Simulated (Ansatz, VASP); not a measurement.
# HgTe in VASP and in Ansatz

The input INCAR:

```
SYSTEM = HgTe
PREC = Accurate
ENCUT = 520
EDIFF = 1E-6
ISMEAR = 0
SIGMA = 0.15
LREAL = .False.
LASPH = .True.
NELM = 60
ALGO = Normal
ISIF = 2
LWAVE = .False.
LCHARG = .False.
GGA = PE
NBANDS = 16
```

KPOINTS

```
regular mesh
0
Gamma
  14 14 14
  0 0 0
```

POSCAR

```
HgTe
1.0
    0.0000000000      3.3143502301      3.0492022117
    3.3143502301      0.0000000000      3.0492022117
    3.3143502301      3.3143502301      0.0000000000
Hg Te
1 1
Direct
    0.0000000000      0.0000000000      0.0000000000
    0.7500000000      0.7500000000      0.7500000000
```

Input for Ansatz:

```yaml
crystal:
  lattice:
    - [0.0, 3.3143502301, 3.0492022117]
    - [3.3143502301, 0.0, 3.0492022117]
    - [3.3143502301, 3.3143502301, 0.0]
  atoms:
    - { symbol: Hg, position: [0.0, 0.0, 0.0] }
    - { symbol: Te, position: [0.75, 0.75, 0.75] }
basis:
  ecutwfc: 420
kpoints:
  mp_grid: { grid: [14, 14, 14] }
hamiltonian:
  xc: pbe
scf:
  occupations: { method: gaussian, width: 0.15 }
output:
  forces: true
  stress: true
  eigenvalues: true
```

Alike in both runs: task single point; functional PBE; k mesh 14 × 14 × 14; occupations gaussian, width 0.15 eV; no spin polarisation.

```csv
,VASP,Ansatz
version,VASP 6.6.1,Ansatz 0.2.0
potentials or method,"VASP PAW PBE potentials, release 64 (Hg, Te), cutoff 520 eV","scalar-relativistic, plane waves, PAW"
valence electrons in the cell,18,36
```

```tsv
	VASP	Ansatz	Ansatz less VASP
pressure (GPa)	4.0	3.9	-0.07
traceless stress, the component that is largest in VASP (GPa)	0.54	0.54	0.000
```

VASP's potentials hold 18 valence electrons a cell and Ansatz's 36, so a difference there can come from the potentials and not from the codes.

Spin-orbit coupling is off throughout.
